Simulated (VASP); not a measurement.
# C (P6_3/mmc) in VASP: notebook, part 2 of 3

VASP 6.6.1. Earlier steps stand in the parts before.

## 3. Single point, r2SCAN

This run uses another cell than the first one, of 11.90 Å³/atom, 1.671 times its volume.

The input, POSCAR:

```
C
1.0
    2.5678482048      0.0000000000      0.0000000000
   -1.2839241024      2.2238217784      0.0000000000
    0.0000000000      0.0000000000      4.1677536284
C
2
Direct
    0.3333333333      0.6666666667      0.2500000000
    0.6666666667      0.3333333333      0.7500000000
```

The input, INCAR.step1:

```
PREC = Accurate
ENCUT = 520
ISMEAR = 0
SIGMA = 0.1
LREAL = F
LASPH = T
NELM = 60
NBANDS = 11
GGA = PE
ALGO = Normal
EDIFF = 1E-4
LWAVE = T
LCHARG = F
```

The input, INCAR.step2:

```
PREC = Accurate
ENCUT = 520
EDIFF = 1E-7
ISMEAR = 0
SIGMA = 0.1
LREAL = F
LASPH = T
NELM = 60
ALGO = Normal
ISIF = 2
LWAVE = F
LCHARG = T
METAGGA = R2SCAN
LMIXTAU = T
LELF = T
LVHAR = T
NBANDS = 11
ISTART = 1
```

The input, KPOINTS:

```
Automatic mesh
0
Gamma
  9 9 4
```

Potentials or basis: VASP PAW PBE potentials, release 64 (C).

Run with:

```
$ cat potpaw_PBE.64/C/POTCAR > POTCAR
$ cp INCAR.step1 INCAR
$ mpirun -np 1 vasp_std > vasp.out
$ cp INCAR.step2 INCAR
$ mpirun -np 1 vasp_std > vasp.out
```

OUTCAR:

```text
PREC = Accurate
   ENCUT = 520
   EDIFF = 1E-7
   ISMEAR = 0
   LREAL = F
   LASPH = T
   NELM = 60
   ISIF = 2
   METAGGA = R2SCAN
   ISTART = 1

 ion  position               nearest neighbor table
   1  0.333  0.667  0.250-
   2  0.667  0.333  0.750-

  LATTYP: Found a hexagonal cell.
 ALAT       =     2.5678482048
 C/A-ratio  =     1.6230529595

  Lattice vectors:

 A1 = (   2.5678482048,   0.0000000000,   0.0000000000)
 A2 = (  -1.2839241024,   2.2238217784,   0.0000000000)
 A3 = (   0.0000000000,   0.0000000000,   4.1677536284)

Analysis of symmetry for initial positions (statically):
=====================================================================
 Subroutine PRICEL returns:
 Original cell was already a primitive cell.

 Routine SETGRP: Setting up the symmetry group for a
 hexagonal supercell.

 Subroutine GETGRP returns: Found 24 space group operations
 (whereof 12 operations were pure point group operations)
 out of a pool of 24 trial point group operations.

The static configuration has the point symmetry D_3d.
 The point group associated with its full space group is D_6h.

Analysis of symmetry for dynamics (positions and initial velocities):
=====================================================================
 Subroutine PRICEL returns:
 Original cell was already a primitive cell.

 Routine SETGRP: Setting up the symmetry group for a
 hexagonal supercell.

 Subroutine GETGRP returns: Found 24 space group operations
 (whereof 12 operations were pure point group operations)
 out of a pool of 24 trial point group operations.

The dynamic configuration has the point symmetry D_3d.
 The point group associated with its full space group is D_6h.

 Subroutine INISYM returns: Found 24 space group operations
 (whereof 12 operations are pure point group operations),
 and found     1 'primitive' translations

----------------------------------------------------------------------------------------

                                     Primitive cell

  volume of cell :      23.7997

  direct lattice vectors                    reciprocal lattice vectors
     2.567848205  0.000000000  0.000000000     0.389431119  0.224838161  0.000000000
    -1.283924102  2.223821778  0.000000000     0.000000000  0.449676323  0.000000000
     0.000000000  0.000000000  4.167753628     0.000000000  0.000000000  0.239937407

  length of vectors
     2.567848205  2.567848205  4.167753628     0.449676323  0.449676323  0.239937407

  position of ions in fractional coordinates (direct lattice)
     0.333333333  0.666666667  0.250000000
     0.666666667  0.333333333  0.750000000

  ion indices of the primitive-cell ions
   primitive index   ion index
                 1           1
                 2           2

----------------------------------------------------------------------------------------

 KPOINTS: Automatic mesh

Automatic generation of k-mesh.
 Grid dimensions read from file:
 generate k-points for:    9    9    4

 Generating k-lattice:

  Cartesian coordinates                     Fractional coordinates (reciprocal lattice)
     0.043270124  0.024982018  0.000000000     0.111111111  0.000000000  0.000000000
     0.000000000  0.049964036  0.000000000     0.000000000  0.111111111  0.000000000
     0.000000000  0.000000000  0.059984352     0.000000000  0.000000000  0.250000000

  Length of vectors
     0.049964036  0.049964036  0.059984352

  Shift w.r.t. Gamma in fractional coordinates (k-lattice)
     0.000000000  0.000000000  0.000000000

 Subroutine IBZKPT returns following result:
 ===========================================

 Found     36 irreducible k-points:

 Following reciprocal coordinates:
            Coordinates               Weight
  0.000000  0.000000  0.000000      1.000000
  0.111111  0.000000  0.000000      6.000000
  0.222222 -0.000000  0.000000      6.000000
  0.333333  0.000000  0.000000      6.000000
  0.444444 -0.000000  0.000000      6.000000
  0.111111  0.111111  0.000000      6.000000
[... 16 lines left out ...]
  0.333333  0.222222  0.250000     24.000000
  0.333333  0.333333  0.250000      4.000000
 [... further k-points ...]
   k-points           NKPTS =     36   k-points in BZ     NKDIM =     36   number of bands    NBANDS=     11
   number of dos      NEDOS =    301   number of ions     NIONS =      2
   total plane-waves  NPLWV =  12800
   dimension x,y,z NGX =    20 NGY =   20 NGZ =   32
   dimension x,y,z NGXF=    40 NGYF=   40 NGZF=   64
   ions per type =               2
   NGX,Y,Z   is equivalent  to a cutoff of  12.95, 12.95, 12.76 a.u.
   NGXF,Y,Z  is equivalent  to a cutoff of  25.90, 25.90, 25.53 a.u.
 SYSTEM =  unknown system
   PREC   = accura    normal or accurate (medium, high low for compatibility)
   ISTART =      1    job   : 0-new  1-cont  2-samecut
   ICHARG =      0    charge: 1-file 2-atom 10-const
   ISPIN  =      1    spin polarized calculation?
   LNONCOLLINEAR =      F non collinear calculations
   LSORBIT =      F    spin-orbit coupling
   LASPH  =      T    aspherical Exc in radial PAW
   ENCUT  =  520.0 eV  38.22 Ry    6.18 a.u.   4.77  4.77  7.75*2*pi/ulx,y,z
   NELM   =     60;   NELMIN=  2; NELMDL=  0     # of ELM steps
   EDIFF  = 0.1E-06   stopping-criterion for ELM
   LREAL  =      F    real-space projection
   EDIFFG = 0.1E-05   stopping-criterion for IOM
   NSW    =      0    number of steps for IOM
   IBRION =     -1    ionic relax: 0-MD 1-quasi-New 2-CG
   NFREE  =      0    steps in history (QN), initial steepest desc. (CG)
   ISIF   =      2    stress and relaxation
   ISYM   =      2    0-nonsym 1-usesym 2-fastsym
   POTIM  = 0.5000    time-step for ionic-motion
   TEBEG  =    0.0;   TEEND  =   0.0 temperature during run
   PSTRESS=    0.0 pullay stress
   NELECT =       8.0000    total number of electrons
   NUPDOWN=      -1.0000    fix difference up-down
   EMIN   =  10.00;   EMAX   =-10.00  energy-range for DOS
   EFERMI =   0.00;   METHOD = LEGACY
   ISMEAR =     0;   SIGMA  =   0.10  broadening in eV -4-tet -1-fermi 0-gaus
   EFERMI_NEDOS =   21; number of points for ismear=-14 and -15
   IALGO  =     38    algorithm
   IMIX   =      4    mixing-type and parameters
     AMIX     =   0.40;   BMIX     =  1.00
     AMIX_MAG =   1.60;   BMIX_MAG =  1.00
  volume/ion in A,a.u.               =      11.90        80.30
  Fermi-wavevector in a.u.,A,eV,Ry     =   1.138276  2.151030 17.628701  1.295673
  Thomas-Fermi vector in A             =   2.274981
   LORBIT       =      0    0 simple, 1 ext, 2 COOP (PROOUT), +10 PAW based schemes
   METAGGA = R2SCAN    functional components
   LHFCALC =     F    Hartree Fock is set to
   AEXX    =    0.0000 exact exchange contribution
   IVDW    =     0    specifies the selected vdW correction
   LEPSILON=     F    determine dielectric tensor
   LRPA    =     F    only Hartree local field effects (RPA)
 non-spin polarized calculation
 Gauss-broadening in eV      SIGMA  =   0.10
  energy-cutoff  :      520.00
  volume of cell :       23.80
 maximum number of plane-waves:       652
 NGX is ok and might be reduce to    20
   NGX =  9   NGY =  9   NGZ = 15

 number of electron       8.0000000 magnetization

 Free energy of the ion-electron system (eV)
  ---------------------------------------------------
  ext. energy  EPLUGINS =         0.00000000
  ---------------------------------------------------
  free energy    TOTEN  =        -9.02557344 eV

  energy without entropy =       -9.02131765  energy(sigma->0) =       -9.02344554

 E-fermi :   2.2754     XC(G=0): -11.0861

 val. band max:        2.1983946492   @ k =   0.3333   0.0000   0.2500
 cond. band min:       2.3235334126   @ k =   0.3333   0.2222   0.0000
 fundamental gap:      0.1251387633
 Fermi energy:         2.2754184599

 k-point     1 :       0.0000    0.0000    0.0000
  band No.  band energies     occupation
      1     -12.2155      2.00000
      2      -6.7641      2.00000
      3      -2.7117      2.00000
      4       6.3643      0.00000
      5       6.3643      0.00000
      6       7.4206      0.00000
      7       7.4206      0.00000
      8       7.5360      0.00000
      9      20.5820      0.00000
     10      22.4371      0.00000
     11      26.0281      0.00000
[... 309 lines left out ...]
 k-point    24 :       0.3333    0.3333    0.2500
  band No.  band energies     occupation
      1      -5.3639      2.00000
      2      -5.3639      2.00000
      3      -0.5371      2.00000
      4       0.1677      2.00000
      5       0.1677      2.00000
      6       2.0607      1.99761
      7       4.9550      0.00000
      8       4.9550      0.00000
      9      17.1330      0.00000
     10      22.0261      0.00000
     11      22.8201      0.00000

 [... further k-points ...]
[... 5 lines left out ...]
  --------------------------------------------------------------------------------------
  -------------------------------------------------------------------------------------
  Total       -4.4432310     -4.4432310     -4.8333707     -0.0000000     -0.0000000      0.0000000
  in kB     -299.1149436   -299.1149436   -325.3788518     -0.0000000     -0.0000000      0.0000000
  external PRESSURE =    -307.8695797 kB  Pullay stress =       0.0000000 kB

 VOLUME and BASIS-vectors are now :
 -----------------------------------------------------------------------------
  energy-cutoff  :      520.00
  volume of cell :       23.80
      direct lattice vectors                 reciprocal lattice vectors
     2.567848205  0.000000000  0.000000000     0.389431119  0.224838161  0.000000000
    -1.283924102  2.223821778  0.000000000     0.000000000  0.449676323  0.000000000
     0.000000000  0.000000000  4.167753628     0.000000000  0.000000000  0.239937407

 POSITION                                       TOTAL-FORCE (eV/Angst)
 -----------------------------------------------------------------------------------
     -0.00000      1.48255      1.04194         0.000000     -0.000000      0.000000
      1.28392      0.74127      3.12582        -0.000000      0.000000      0.000000
 -----------------------------------------------------------------------------------
    total drift:                               -0.000000      0.000000      0.000000

  FREE ENERGIE OF THE ION-ELECTRON SYSTEM (eV)
  ---------------------------------------------------
  free  energy   TOTEN  =        -9.0255734405 eV

  energy  without entropy=       -9.0213176456  energy(sigma->0) =       -9.02344554
```

OUTCAR.step1:

```text
PREC = Accurate
   ENCUT = 520
   ISMEAR = 0
   LREAL = F
   LASPH = T
[... 560 lines left out ...]
 -----------------------------------------------------------------------------------
     -0.00000      1.48255      1.04194         0.000000     -0.000000      0.000000
      1.28392      0.74127      3.12582        -0.000000      0.000000      0.000000
 -----------------------------------------------------------------------------------
    total drift:                               -0.000000      0.000000      0.000000

  FREE ENERGIE OF THE ION-ELECTRON SYSTEM (eV)
  ---------------------------------------------------
  free  energy   TOTEN  =        -8.0778674702 eV

  energy  without entropy=       -8.0733089298  energy(sigma->0) =       -8.07558820
```

Run time: 83 s. Hardware: 1 thread of AMD EPYC 7R13, shared host; peak memory 0.1 GiB.

What came out:

```yaml
Free_energy: -9.0256 eV
Pressure: -30.8 GPa
Band_gap_on_the_k_mesh: zero (band 4 reaches 6.36 eV, above the bottom of band 5 at 0.17 eV)
```

Stress tensor (GPa, compression positive):
```
-29.91   0.00   0.00
  0.00 -29.91   0.00
  0.00   0.00 -32.54
```

Caveat: the k points lie up to 0.38 Å⁻¹ apart; the PAW data sets were made with another functional, which shifts forces and pressure a little.

## 4. Relaxation of cell and atoms, r2SCAN

This run uses another cell than the first one, of 6.96 Å³/atom, 0.977 times its volume.

The input, POSCAR:

```
C
1.0
    2.1143216963      0.0000000000      0.0000000000
   -1.0571608481      1.8310563008      0.0000000000
    0.0000000000      0.0000000000      3.5938354714
C
2
Direct
    0.3333333333      0.6666666667      0.2500000000
    0.6666666667      0.3333333333      0.7500000000
```

The input, INCAR.step1:

```
SYSTEM = C
PREC = Accurate
ENCUT = 600
ISMEAR = 0
SIGMA = 0.1
LREAL = .FALSE.
LASPH = .TRUE.
NELM = 100
GGA = PE
ALGO = Normal
EDIFF = 1E-4
LWAVE = .TRUE.
LCHARG = .FALSE.
```

The input, INCAR.step2:

```
SYSTEM = C
PREC = Accurate
ENCUT = 600
EDIFF = 1E-6
ISMEAR = 0
SIGMA = 0.1
LREAL = .FALSE.
LASPH = .TRUE.
NELM = 100
ALGO = Normal
ISIF = 3
LWAVE = .FALSE.
LCHARG = .FALSE.
METAGGA = R2SCAN
LMIXTAU = .TRUE.
IBRION = 2
NSW = 90
EDIFFG = -0.04
ISTART = 1
```

The input, KPOINTS:

```
Automatic mesh
0
G
  9 9 6
  0 0 0
```

Run with:

```
$ cat potpaw_PBE.64/C/POTCAR > POTCAR
$ cp INCAR.step1 INCAR
$ mpirun -np 1 vasp_std > vasp.out
$ cp INCAR.step2 INCAR
$ mpirun -np 1 vasp_std > vasp.out
```

Wall time 2 min (1 thread of AMD EPYC 7R13, shared host); peak memory 0.09 GiB.

Results (log left out):

- Free energy: -10.4589 eV
- Relaxed volume: 7.14 Å³/atom
- Relaxed cell: a = 2.109 Å, b = 2.109 Å, c = 3.707 Å, α = 90.00°, β = 90.00°, γ = 120.00°
- Space group after relaxing (to 0.05 Å): P6_3/mmc (No. 194)
- Energy gained by relaxing: 9.9 meV/atom
- Ionic steps: 4
- Pressure after relaxing: -0.4 GPa
- Band gap on the k mesh: zero (band 4 reaches 15.49 eV, above the bottom of band 5 at 3.77 eV)

Stress tensor (GPa, compression positive):
```
-0.18  0.00  0.00
 0.00 -0.18  0.00
 0.00  0.00 -0.74
```

The path:
```tsv
step	energy change (eV)	largest force (eV/Å)	pressure (GPa)	volume (Å³)
1	0.0000	0.0000	5.08	13.91
2	-0.0189	0.0000	-1.10	14.36
3	-0.0189	0.0000	-1.33	14.38
4	-0.0199	0.0000	-0.37	14.28
```

Final structure:
```xyz
2
Lattice="2.1086 0.0000 0.0000 -1.0543 1.8261 0.0000 0.0000 0.0000 3.7074" Properties=species:S:1:pos:R:3 pbc="T T T"
C     0.0000    1.2174    0.9268
C     1.0543    0.6087    2.7805
```

Levels at points of the mesh, in eV from the Fermi level:
| k point | band 2 | band 3 | band 4 | band 5 | band 6 | band 7 |
| --- | --- | --- | --- | --- | --- | --- |
| (0.00, 0.00, 0.00) | -11.62 | -9.44 | 7.70 | 8.13 | 8.13 | 9.58 |
| (0.00, 0.00, 0.50) | -17.70 | 0.23 | 0.23 | 8.85 | 8.85 | 8.85 |

Caveat: the k points lie up to 0.38 Å⁻¹ apart in the final cell; the PAW data sets were made with another functional, which shifts forces and pressure a little.

(Part 2 of 3 ends here.)
